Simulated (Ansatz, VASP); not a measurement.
## GaAs in VASP and in Ansatz

Contents of INCAR:

```
ALGO = Normal ; EDIFF = 1E-6
EDIFFG = -0.002 ; ENCUT = 600
IBRION = 2 ; ISIF = 3
ISMEAR = -1 ; LASPH = T
LCHARG = F ; LREAL = F
LWAVE = F ; NELM = 80
NSW = 100 ; PREC = Accurate
SIGMA = 0.08
```

KPOINTS

```
k-points
0
Gamma
  14 14 14
```

The input POSCAR:

```
GaAs
1.0
    0.0000000000      2.8268500000      2.8268500000
    2.8268500000      0.0000000000      2.8268500000
    2.8268500000      2.8268500000      0.0000000000
Ga As
1 1
Direct
    0.0000000000      0.0000000000      0.0000000000
    0.7500000000      0.7500000000      0.7500000000
```

Input for Ansatz:

```yaml
crystal:
  lattice:
    - [0.0, 2.82685, 2.82685]
    - [2.82685, 0.0, 2.82685]
    - [2.82685, 2.82685, 0.0]
  atoms:
    - { symbol: Ga, position: [0.0, 0.0, 0.0] }
    - { symbol: As, position: [0.75, 0.75, 0.75] }
kpoints:
  mp_grid: { grid: [14, 14, 14] }
scf:
  occupations: { method: fermi_dirac, width: 0.08 }
hamiltonian:
  xc: lda
  pseudopotentials: { kind: paw }
relax:
  f_tol: 0.002
  max_steps: 80
  cell: {}
output:
  forces: true
  stress: true
```

Alike in both runs: task relaxation of cell and atoms; functional LDA; k mesh 14 × 14 × 14; occupations fermi-dirac, width 0.08 eV; no spin polarisation.

|  | VASP | Ansatz |
| --- | --- | --- |
| version | VASP 6.6.1 | Ansatz 0.2.0 |
| potentials or method | VASP PAW LDA potentials, release 64 (Ga_d, As) | PAW with Ansatz's default frozen-core files, scalar-relativistic |
| plane-wave cutoff (eV) | 600 | 420 |
| valence electrons in the cell | 18 | 28 |

Ansatz gave:

* relaxed volume (Å³/atom): 21.99
* relaxed cell length with the largest relative difference (Å): 3.962

Estimate VASP's values.

relaxed volume (Å³/atom): 22.08; relaxed cell length with the largest relative difference (Å): 3.968.

LDA's correlation is that of Perdew and Zunger in VASP and of Perdew and Wang (1992) in Ansatz. VASP's potentials hold 18 valence electrons a cell and Ansatz's 28, so a difference there can come from the potentials and not from the codes.
